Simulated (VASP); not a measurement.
The system is MgO.

```
CELL_PARAMETERS angstrom
0.00000 2.12671 2.12671
2.12671 0.00000 2.12671
2.12671 2.12671 0.00000
ATOMIC_POSITIONS crystal
Mg 0.00000 0.00000 0.00000
O 0.50000 0.50000 0.50000
```

- Program: VASP 6.6.1
- Task: relaxation of cell and atoms
- Functional: r2SCAN
- Potentials or basis: VASP PAW PBE potentials, release 64 (Mg_sv, O)
- Cutoff: 750 eV
- k mesh: 10 × 10 × 10
- Occupations: fermi-dirac, width 0.02 eV
- Spin: no spin polarisation

At the start: pressure -5.3 GPa; volume 9.62 Å³/atom.

**Question.** How do energy, volume and symmetry change on relaxing?

**Answer.** Over 4 steps the energy falls by 5.3 meV/atom and the volume is 9.29 Å³/atom (-3.4 %); space group Fm-3m (No. 225, to 0.1 Å) before and after.

Step by step:
```tsv
step	energy change (eV)	largest force (eV/Å)	pressure (GPa)	volume (Å³)
1	0.0000	0.0000	-5.34	19.24
2	-0.0089	0.0000	2.05	18.36
3	-0.0106	0.0000	-0.14	18.61
4	-0.0106	0.0000	0.00	18.59
```

Final structure:
```xyz
2
Lattice="0.0000 2.1025 2.1025 2.1025 0.0000 2.1025 2.1025 2.1025 0.0000" Properties=species:S:1:pos:R:3 pbc="T T T"
Mg    2.1025    0.0000    2.1025
O     2.1025    2.1025    2.1025
```

Caveat: the PAW data sets were made with another functional, which shifts forces and pressure a little.
